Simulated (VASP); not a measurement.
Here is a VASP 6.6.1 calculation.

The input INCAR:

```
  PREC = Accurate
  ENCUT = 520
  EDIFF = 1E-6
  ISMEAR = -1
  SIGMA = 0.05
  LREAL = F
  LASPH = T
  NELM = 150
  ALGO = Normal
  ISIF = 2
  LWAVE = F
  LCHARG = F
  ISPIN = 2
  MAGMOM = 3 3 3 3 0 0 0 0 0 0
  LORBIT = 11
  LMAXMIX = 4
  GGA = RP
  NBANDS = 49
```

Contents of KPOINTS:

```
Automatic mesh
0
Gamma
  7 7 7
```

The input POSCAR:

```
Fe2O3
1.0
    2.5190000000      1.4543453281      4.5906666667
   -2.5190000000      1.4543453281      4.5906666667
    0.0000000000     -2.9086906562      4.5906666667
Fe O
4 6
Direct
    0.3553000000      0.3553000000      0.3553000000
    0.1447000000      0.1447000000      0.1447000000
    0.6447000000      0.6447000000      0.6447000000
    0.8553000000      0.8553000000      0.8553000000
    0.5559000000      0.2500000000      0.9441000000
    0.2500000000      0.9441000000      0.5559000000
    0.9441000000      0.5559000000      0.2500000000
    0.4441000000      0.7500000000      0.0559000000
    0.7500000000      0.0559000000      0.4441000000
    0.0559000000      0.4441000000      0.7500000000
```

Potentials or basis: VASP PAW PBE potentials, release 64 (Fe, O).

Run with:

```console
$ cat potpaw_PBE.64/Fe/POTCAR potpaw_PBE.64/O/POTCAR > POTCAR
$ mpirun -np 1 vasp_std > vasp.out
```

Question: What does it give for the net moment?

Answer: 14.69 μB per cell.

Question: Estimate the largest force.

Answer: 0.810 eV/Å.

Stress tensor (GPa, compression positive):
```
3.83 0.00 0.00
0.00 3.83 0.00
0.00 0.00 2.74
```

Caveat: the PAW data sets were made with another functional, which shifts forces and pressure a little; only a ferromagnetic start was run, and an antiferromagnetic order may lie lower in energy.
